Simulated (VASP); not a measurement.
Runs of VASP 6.6.1 on TlBr. The structure is that of space group Pm-3m (No. 221), or close to it. The cells are those of the table. 

```csv
cell,k mesh,smearing,gap on the mesh (eV),pressure (GPa)
"relaxed to 7 GPa from a = 3.996 Å, 2 atoms",6 × 6 × 6,gaussian 0.01 eV,1.66,7.0
"relaxed to 4 GPa from a = 3.996 Å, 2 atoms",6 × 6 × 6,gaussian 0.01 eV,(a),4.0
"relaxed to 2 GPa from a = 3.996 Å, 2 atoms",6 × 6 × 6,gaussian 0.01 eV,2.15,2.0
"relaxed to -2 GPa from a = 3.996 Å, 2 atoms",6 × 6 × 6,gaussian 0.01 eV,(b),-2.0
"relaxed from a = 3.980 Å, 2 atoms",10 × 10 × 10,fermi-dirac 0.1 eV,2.33,0.0
"relaxed to 10 GPa from a = 3.996 Å, 2 atoms",6 × 6 × 6,gaussian 0.01 eV,1.36,10.0
"relaxed to 15 GPa from a = 3.996 Å, 2 atoms",6 × 6 × 6,gaussian 0.01 eV,0.92,15.0
```

Alike in all rows: task relaxation of cell and atoms; level r2SCAN; potentials or basis VASP PAW PBE potentials, release 64 (Tl_d, Br); no spin polarisation; cutoff (eV) 550.

Task: Estimate the missing entries.

Result: (a) 2.00; (b) 2.56.

Caveats: the PAW data sets were made with another functional, which shifts forces and pressure a little; spin-orbit coupling is left out, which moves the levels of the heavy elements; the cell is relaxed towards a set pressure, so the run minimises the enthalpy, not the energy (at least some runs).

A k mesh can miss the band edges, and the runs leave out spin-orbit coupling on Br, Tl.
